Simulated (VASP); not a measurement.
# Ba (Cmcm) in VASP: notebook

The runs below take Ba through single point, with PBEsol.

All numbers are computed with VASP 6.6.1; they aren't measurements. Logs are shortened: lines on timing, memory, paths and dates and some standing lists are left out, and cuts for length are marked.

## Step 1: The cell of the first run

The structure is orthorhombic, space group Cmcm (No. 63). Conventional cell: a = 7.184 Å, b = 5.034 Å, c = 7.190 Å, α = 90.00°, β = 90.00°, γ = 90.00°. Ba (site symmetry m2m) has 14 Ba at 4.37 to 5.08 Å within 5.7 Å.

## Step 2: Single point, PBEsol

Input file INCAR:

```
SYSTEM = Ba
PREC = Accurate ; ENCUT = 520
EDIFF = 1E-7 ; ISMEAR = 1
SIGMA = 0.05 ; LREAL = .False.
LASPH = .True. ; NELM = 60
ALGO = Normal ; ISIF = 2
LWAVE = .False. ; LCHARG = .True.
GGA = PS ; LELF = .True.
LVHAR = .True. ; NBANDS = 17
```

Input file KPOINTS:

```
regular mesh
0
Gamma
  7 7 4
  0 0 0
```

Input file POSCAR:

```
Ba
1.0
    3.5917740000     -2.5169040000      0.0000000000
    3.5917740000      2.5169040000      0.0000000000
    0.0000000000      0.0000000000      7.1900450000
Ba
2
Direct
    0.7467740000      0.2532260000      0.2500000000
    0.2532260000      0.7467740000      0.7500000000
```

Potentials or basis: VASP PAW PBE potentials, release 64 (Ba_sv).

Started as:

```bash
$ cat potpaw_PBE.64/Ba_sv/POTCAR > POTCAR
$ mpirun -np 1 vasp_std > vasp.out
```

OUTCAR:

```text
SYSTEM = Ba
   PREC = Accurate
   ENCUT = 520
   EDIFF = 1E-7
   ISMEAR = 1
   LREAL = .False.
   LASPH = .True.
   NELM = 60
   ISIF = 2
   GGA = PS

 ion  position               nearest neighbor table
   1  0.747  0.253  0.250-   2 4.37   2 4.37   2 4.41   2 4.41
   2  0.253  0.747  0.750-   1 4.37   1 4.37   1 4.41   1 4.41

  LATTYP: Found a base centered orthorhombic cell.
 ALAT       =     5.0338080000
 B/A-ratio  =     1.4270603885
 C/A-ratio  =     1.4283510615

  Lattice vectors:

 A1 = (  -3.5917740000,  -2.5169040000,   0.0000000000)
 A2 = (   3.5917740000,  -2.5169040000,   0.0000000000)
 A3 = (   0.0000000000,   0.0000000000,   7.1900450000)

Analysis of symmetry for initial positions (statically):
=====================================================================
 Subroutine PRICEL returns:
 Original cell was already a primitive cell.

 Routine SETGRP: Setting up the symmetry group for a
 base centered orthorhombic supercell.

 Subroutine GETGRP returns: Found  8 space group operations
 (whereof  4 operations were pure point group operations)
 out of a pool of  8 trial point group operations.

The static configuration has the point symmetry C_2h.
 The point group associated with its full space group is D_2h.

Analysis of symmetry for dynamics (positions and initial velocities):
=====================================================================
 Subroutine PRICEL returns:
 Original cell was already a primitive cell.

 Routine SETGRP: Setting up the symmetry group for a
 base centered orthorhombic supercell.

 Subroutine GETGRP returns: Found  8 space group operations
 (whereof  4 operations were pure point group operations)
 out of a pool of  8 trial point group operations.

The dynamic configuration has the point symmetry C_2h.
 The point group associated with its full space group is D_2h.

 Subroutine INISYM returns: Found  8 space group operations
 (whereof  4 operations are pure point group operations),
 and found     1 'primitive' translations

----------------------------------------------------------------------------------------

                                     Primitive cell

  volume of cell :     129.9982

  direct lattice vectors                    reciprocal lattice vectors
     3.591774000 -2.516904000  0.000000000     0.139206977 -0.198656762  0.000000000
     3.591774000  2.516904000  0.000000000     0.139206977  0.198656762  0.000000000
     0.000000000  0.000000000  7.190045000     0.000000000  0.000000000  0.139081188

  length of vectors
     4.385846123  4.385846123  7.190045000     0.242575950  0.242575950  0.139081188

  position of ions in fractional coordinates (direct lattice)
     0.746774000  0.253226000  0.250000000
     0.253226000  0.746774000  0.750000000

  ion indices of the primitive-cell ions
   primitive index   ion index
                 1           1
                 2           2

----------------------------------------------------------------------------------------

 KPOINTS: regular mesh

Automatic generation of k-mesh.
 Grid dimensions read from file:
 generate k-points for:    7    7    4

 Generating k-lattice:

  Cartesian coordinates                     Fractional coordinates (reciprocal lattice)
     0.019886711 -0.028379537  0.000000000     0.142857143  0.000000000  0.000000000
     0.019886711  0.028379537  0.000000000     0.000000000  0.142857143  0.000000000
     0.000000000  0.000000000  0.034770297     0.000000000  0.000000000  0.250000000

  Length of vectors
     0.034653707  0.034653707  0.034770297

  Shift w.r.t. Gamma in fractional coordinates (k-lattice)
     0.000000000  0.000000000  0.000000000

 Subroutine IBZKPT returns following result:
 ===========================================

 Found     48 irreducible k-points:

 Following reciprocal coordinates:
            Coordinates               Weight
  0.000000  0.000000  0.000000      1.000000
  0.142857  0.000000  0.000000      4.000000
  0.285714  0.000000  0.000000      4.000000
  0.428571  0.000000  0.000000      4.000000
  0.142857  0.142857  0.000000      2.000000
  0.285714  0.142857  0.000000      4.000000
[... 16 lines left out ...]
  0.428571  0.142857  0.250000      8.000000
 -0.428571  0.142857  0.250000      8.000000
 [... further k-points ...]
   k-points           NKPTS =     48   k-points in BZ     NKDIM =     48   number of bands    NBANDS=     17
   number of dos      NEDOS =    301   number of ions     NIONS =      2
   total plane-waves  NPLWV =  69984
   dimension x,y,z NGX =    36 NGY =   36 NGZ =   54
   dimension x,y,z NGXF=    72 NGYF=   72 NGZF=  108
   ions per type =               2
   NGX,Y,Z   is equivalent  to a cutoff of  13.65, 13.65, 12.49 a.u.
   NGXF,Y,Z  is equivalent  to a cutoff of  27.29, 27.29, 24.97 a.u.
 SYSTEM =  Ba
   PREC   = accura    normal or accurate (medium, high low for compatibility)
   ISTART =      0    job   : 0-new  1-cont  2-samecut
   ICHARG =      2    charge: 1-file 2-atom 10-const
   ISPIN  =      1    spin polarized calculation?
   LNONCOLLINEAR =      F non collinear calculations
   LSORBIT =      F    spin-orbit coupling
   LASPH  =      T    aspherical Exc in radial PAW
   ENCUT  =  520.0 eV  38.22 Ry    6.18 a.u.   8.15  8.15 13.37*2*pi/ulx,y,z
   NELM   =     60;   NELMIN=  2; NELMDL= -5     # of ELM steps
   EDIFF  = 0.1E-06   stopping-criterion for ELM
   LREAL  =      F    real-space projection
   EDIFFG = 0.1E-05   stopping-criterion for IOM
   NSW    =      0    number of steps for IOM
   IBRION =     -1    ionic relax: 0-MD 1-quasi-New 2-CG
   NFREE  =      0    steps in history (QN), initial steepest desc. (CG)
   ISIF   =      2    stress and relaxation
   ISYM   =      2    0-nonsym 1-usesym 2-fastsym
   POTIM  = 0.5000    time-step for ionic-motion
   TEBEG  =    0.0;   TEEND  =   0.0 temperature during run
   PSTRESS=    0.0 pullay stress
   NELECT =      20.0000    total number of electrons
   NUPDOWN=      -1.0000    fix difference up-down
   EMIN   =  10.00;   EMAX   =-10.00  energy-range for DOS
   EFERMI =   0.00;   METHOD = LEGACY
   ISMEAR =     1;   SIGMA  =   0.05  broadening in eV -4-tet -1-fermi 0-gaus
   EFERMI_NEDOS =   21; number of points for ismear=-14 and -15
   IALGO  =     38    algorithm
   IMIX   =      4    mixing-type and parameters
     AMIX     =   0.40;   BMIX     =  1.00
     AMIX_MAG =   1.60;   BMIX_MAG =  1.00
  volume/ion in A,a.u.               =      65.00       438.64
  Fermi-wavevector in a.u.,A,eV,Ry     =   0.877214  1.657695 10.469752  0.769505
  Thomas-Fermi vector in A             =   1.997132
   LORBIT       =      0    0 simple, 1 ext, 2 COOP (PROOUT), +10 PAW based schemes
   GGA     = PS    functional components
   LHFCALC =     F    Hartree Fock is set to
   AEXX    =    0.0000 exact exchange contribution
   IVDW    =     0    specifies the selected vdW correction
   LEPSILON=     F    determine dielectric tensor
   LRPA    =     F    only Hartree local field effects (RPA)
 non-spin polarized calculation
 Methfessel and Paxton  Order N= 1 SIGMA  =   0.05
  energy-cutoff  :      520.00
  volume of cell :      130.00
 maximum number of plane-waves:      3531
 NGX is ok and might be reduce to    36
   NGX = 17   NGY = 17   NGZ = 27

 number of electron      19.9999998 magnetization

 Free energy of the ion-electron system (eV)
  ---------------------------------------------------
  ext. energy  EPLUGINS =         0.00000000
  ---------------------------------------------------
  free energy    TOTEN  =        -4.25996689 eV

  energy without entropy =       -4.25950754  energy(sigma->0) =       -4.25981377

 E-fermi :   1.3983     XC(G=0):  -7.4063

 val. band max:        1.3934318336   @ k =  -0.4286   0.2857   0.0000
 cond. band min:       1.4056995999   @ k =  -0.4286   0.4286   0.5000
 fundamental gap:      0.0122677664
 Fermi energy:         1.3983056873

 k-point     1 :       0.0000    0.0000    0.0000
  band No.  band energies     occupation
      1     -27.4786      2.00000
      2     -27.4409      2.00000
      3     -12.8453      2.00000
      4     -12.5606      2.00000
      5     -12.4271      2.00000
      6     -12.4259      2.00000
[... 9 lines left out ...]
     16       4.5013      0.00000
     17       4.5835      0.00000

 k-point     2 :       0.1429    0.0000    0.0000
  band No.  band energies     occupation
      1     -27.4731      2.00000
      2     -27.4391      2.00000
      3     -12.8186      2.00000
      4     -12.5893      2.00000
      5     -12.4916      2.00000
      6     -12.4534      2.00000
[... 9 lines left out ...]
     16       4.3263      0.00000
     17       4.3783      0.00000

 k-point     3 :       0.2857    0.0000    0.0000
  band No.  band energies     occupation
      1     -27.4598      2.00000
      2     -27.4361      2.00000
      3     -12.7466      2.00000
      4     -12.6841      2.00000
      5     -12.6347      2.00000
      6     -12.4824      2.00000
[... 9 lines left out ...]
     16       4.3298      0.00000
     17       4.7224      0.00000

 k-point     4 :       0.4286    0.0000    0.0000
  band No.  band energies     occupation
      1     -27.4457      2.00000
      2     -27.4371      2.00000
      3     -12.7659      2.00000
      4     -12.7505      2.00000
      5     -12.6511      2.00000
      6     -12.5551      2.00000
[... 9 lines left out ...]
     16       4.5896      0.00000
     17       4.9913      0.00000
[... 343 lines left out ...]
      1     -27.4569      2.00000
      2     -27.4350      2.00000
      3     -12.7571      2.00000
      4     -12.6436      2.00000
      5     -12.6278      2.00000
      6     -12.5156      2.00000
[... 9 lines left out ...]
     16       3.8913      0.00000
     17       4.3489      0.00000

 k-point    23 :       0.4286    0.1429    0.2500
  band No.  band energies     occupation
      1     -27.4461      2.00000
      2     -27.4322      2.00000
      3     -12.7979      2.00000
      4     -12.7595      2.00000
      5     -12.6291      2.00000
      6     -12.5492      2.00000
[... 9 lines left out ...]
     16       4.4219      0.00000
     17       5.0172      0.00000

 k-point    24 :      -0.4286    0.1429    0.2500
  band No.  band energies     occupation
      1     -27.4399      2.00000
      2     -27.4365      2.00000
      3     -12.7987      2.00000
      4     -12.7903      2.00000
      5     -12.5947      2.00000
      6     -12.5863      2.00000
[... 9 lines left out ...]
     16       4.7825      0.00000
     17       5.1704      0.00000

 [... further k-points ...]

------------------------ aborting loop because EDIFF is reached ----------------------------------------

  FORCE on cell =-STRESS in cart. coord.  units (eV):
  Direction    XX          YY          ZZ          XY          YZ          ZX
  --------------------------------------------------------------------------------------
  -------------------------------------------------------------------------------------
  Total       -0.5541434     -0.6122262     -0.7050421      0.0000000      0.0000000      0.0000000
  in kB       -6.8296039     -7.5454510     -8.6893716      0.0000000      0.0000000      0.0000000
  external PRESSURE =      -7.6881422 kB  Pullay stress =       0.0000000 kB

 VOLUME and BASIS-vectors are now :
 -----------------------------------------------------------------------------
  energy-cutoff  :      520.00
  volume of cell :      130.00
      direct lattice vectors                 reciprocal lattice vectors
     3.591774000 -2.516904000  0.000000000     0.139206977 -0.198656762  0.000000000
     3.591774000  2.516904000  0.000000000     0.139206977  0.198656762  0.000000000
     0.000000000  0.000000000  7.190045000     0.000000000  0.000000000  0.139081188

 POSITION                                       TOTAL-FORCE (eV/Angst)
 -----------------------------------------------------------------------------------
      3.59177     -1.24221      1.79751         0.000000     -0.021866     -0.000000
      3.59177      1.24221      5.39253         0.000000      0.021866      0.000000
 -----------------------------------------------------------------------------------
    total drift:                               -0.000000     -0.000000     -0.000000

  FREE ENERGIE OF THE ION-ELECTRON SYSTEM (eV)
  ---------------------------------------------------
  free  energy   TOTEN  =        -4.2599668899 eV

  energy  without entropy=       -4.2595075374  energy(sigma->0) =       -4.25981377
```

It took 92 s on 1 thread of Intel Xeon Platinum 8259CL at 2.50GHz (Skylake/Cascade Lake), shared host; peak memory 0.29 GiB.

Results:

- Free energy: -4.2600 eV
- Pressure: -0.8 GPa
- Largest force: 0.022 eV/Å
- Band gap on the k mesh: zero (bands 10 and 11 overlap by 0.84 eV)

Forces in eV/Å, atoms in the order of the input:
```
Ba   0.000 -0.022  0.000
Ba   0.000  0.022  0.000
```

Levels at points of the mesh, in eV from the Fermi level:
```
           k point  band 7  band 8  band 9  band 10  band 11  band 12  band 13  band 14
(0.00, 0.00, 0.00)  -13.82  -13.82   -2.71    -0.85     0.75     1.18     1.78     1.83
(0.00, 0.00, 0.50)  -13.82  -13.82   -1.74    -1.74     1.16     1.16     1.20     1.20
```

Caveat: the PAW data sets were made with another functional, which shifts forces and pressure a little; spin-orbit coupling is left out, which moves the levels of the heavy elements.

## Step 3: Single point, PBEsol

Input file INCAR:

```
  ALGO = Normal
  EDIFF = 1E-6
  ENCUT = 520
  GGA = PS
  ISIF = 2
  ISMEAR = 1
  LASPH = True
  LCHARG = False
  LREAL = False
  LWAVE = False
  NBANDS = 17
  NELM = 60
  PREC = Accurate
  SIGMA = 0.05
```

Input file KPOINTS:

```
k-points
0
Gamma
  7 7 4
```

POSCAR is that of step 2.

Potentials or basis: VASP PAW PBE potentials, release 64 (Ba_sv).

Started as:

```bash
$ cat potpaw_PBE.64/Ba_sv/POTCAR > POTCAR
$ mpirun -np 1 vasp_std > vasp.out
```

OUTCAR:

```text
EDIFF = 1E-6
   ENCUT = 520
   GGA = PS
   ISIF = 2
   ISMEAR = 1
   LASPH = True
   LREAL = False
   NELM = 60
   PREC = Accurate

 ion  position               nearest neighbor table
   1  0.747  0.253  0.250-   2 4.37   2 4.37   2 4.41   2 4.41
   2  0.253  0.747  0.750-   1 4.37   1 4.37   1 4.41   1 4.41

  LATTYP: Found a base centered orthorhombic cell.
 ALAT       =     5.0338080000
 B/A-ratio  =     1.4270603885
 C/A-ratio  =     1.4283510615

  Lattice vectors:
[... 670 lines left out ...]

------------------------ aborting loop because EDIFF is reached ----------------------------------------

  FORCE on cell =-STRESS in cart. coord.  units (eV):
  Direction    XX          YY          ZZ          XY          YZ          ZX
  --------------------------------------------------------------------------------------
  -------------------------------------------------------------------------------------
  Total       -0.5534452     -0.6115431     -0.7043374      0.0000000      0.0000000      0.0000000
  in kB       -6.8209981     -7.5370320     -8.6806865      0.0000000      0.0000000      0.0000000
  external PRESSURE =      -7.6795722 kB  Pullay stress =       0.0000000 kB

 VOLUME and BASIS-vectors are now :
 -----------------------------------------------------------------------------
  energy-cutoff  :      520.00
  volume of cell :      130.00
      direct lattice vectors                 reciprocal lattice vectors
     3.591774000 -2.516904000  0.000000000     0.139206977 -0.198656762  0.000000000
     3.591774000  2.516904000  0.000000000     0.139206977  0.198656762  0.000000000
     0.000000000  0.000000000  7.190045000     0.000000000  0.000000000  0.139081188

 POSITION                                       TOTAL-FORCE (eV/Angst)
 -----------------------------------------------------------------------------------
      3.59177     -1.24221      1.79751         0.000000     -0.021874      0.000000
      3.59177      1.24221      5.39253         0.000000      0.021874     -0.000000
 -----------------------------------------------------------------------------------
    total drift:                               -0.000000     -0.000000     -0.000000

  FREE ENERGIE OF THE ION-ELECTRON SYSTEM (eV)
  ---------------------------------------------------
  free  energy   TOTEN  =        -4.2599668786 eV

  energy  without entropy=       -4.2595075261  energy(sigma->0) =       -4.25981376
```

OSZICAR:

```text
N       E                     dE             d eps       ncg     rms          rms(c)
DAV:   1     0.143439105918E+03    0.14344E+03   -0.82017E+03  1632   0.951E+02
DAV:   2     0.570456341828E+01   -0.13773E+03   -0.13460E+03  2366   0.192E+02
DAV:   3    -0.387473309690E+01   -0.95793E+01   -0.95420E+01  2241   0.548E+01
DAV:   4    -0.425827170629E+01   -0.38354E+00   -0.38342E+00  2521   0.752E+00
DAV:   5    -0.426071405213E+01   -0.24423E-02   -0.24407E-02  2277   0.678E-01    0.212E+00
DAV:   6    -0.426000561901E+01    0.70843E-03   -0.50959E-03  2131   0.627E-01    0.126E+00
DAV:   7    -0.425978678506E+01    0.21883E-03   -0.99838E-03  2154   0.892E-01    0.537E-02
DAV:   8    -0.425995284376E+01   -0.16606E-03   -0.48820E-04  2627   0.105E-01    0.206E-02
DAV:   9    -0.425996582101E+01   -0.12977E-04   -0.10734E-05  2317   0.193E-02    0.797E-03
DAV:  10    -0.425996698934E+01   -0.11683E-05   -0.38860E-06  2198   0.117E-02    0.121E-03
DAV:  11    -0.425996687862E+01    0.11072E-06   -0.37641E-07  1506   0.348E-03
   1 F= -.42599669E+01 E0= -.42598138E+01  d E =-.459353E-03
```

stdout:

```text
POSCAR found type information on POSCAR Ba
 POSCAR found :  1 types and       2 ions
 scaLAPACK will be used
 -----------------------------------------------------------------------------
|                                                                             |
|                                                                             |
|     You enforced a specific xc type in the INCAR file but a different       |
|     I HOPE YOU KNOW WHAT YOU ARE DOING!                                     |
|                                                                             |
 -----------------------------------------------------------------------------

 LDA part: xc-table for (Slater+PW92), standard interpolation
 POSCAR, INCAR and KPOINTS ok, starting setup
 FFT: planning ... GRIDC
 FFT: planning ... GRID_SOFT
 FFT: planning ... GRID
 WAVECAR not read
 entering main loop
```

Run time: 78 s. Hardware: 1 thread of Intel Xeon Platinum 8259CL at 2.50GHz (Skylake/Cascade Lake), shared host; peak memory 0.29 GiB.

What came out:

```
Free energy            : -4.2600 eV
Pressure               : -0.8 GPa
Largest force          : 0.022 eV/Å
Band gap on the k mesh : zero (bands 10 and 11 overlap by 0.84 eV)
```

Forces on the atoms (eV/Å):
```
Ba   0.000 -0.022  0.000
Ba   0.000  0.022  0.000
```

Stress tensor (GPa, compression positive):
```
-0.68  0.00  0.00
 0.00 -0.75  0.00
 0.00  0.00 -0.87
```

Caveat: the PAW data sets were made with another functional, which shifts forces and pressure a little; spin-orbit coupling is left out, which moves the levels of the heavy elements.
